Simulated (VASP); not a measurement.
# AlNi: vibrations by perturbation theory with PBE

Crystal: AlNi.

```
CELL_PARAMETERS angstrom
2.04609 -2.04609 0.00000
2.04609 2.04609 0.00000
0.00000 0.00000 2.89542
ATOMIC_POSITIONS crystal
Al 0.00000 0.00000 0.00000
Ni 0.50000 0.50000 0.50000
```

```
Program                : VASP 6.6.1
Task                   : vibrations by perturbation theory
Functional             : PBE
Potentials or basis    : VASP PAW PBE potentials, release 64 (Al, Ni)
Cutoff                 : 520 eV
k mesh                 : 16 × 16 × 14
Occupations            : fermi-dirac, width 0.15 eV
Spin                   : no spin polarisation
Dipole correction      : no
Further INCAR settings : ALGO = Fast; EDIFF = 1e-08; NBANDS = 14; IBRION = 8; NSW = 1
```

The highest phonon frequency at Γ is 289 cm⁻¹.

Phonon frequencies in cm⁻¹ (negative: imaginary):
```csv
q point,frequencies
"(0.000, 0.000, 0.000)",0 0 0 289 289 289
```

Run time: 13 min on 1 thread of Intel Xeon 8259CL, on a shared host, peak memory 0.53 GiB.

Spin polarisation is off, so any magnetic state and its effect on volume and gap are missing.
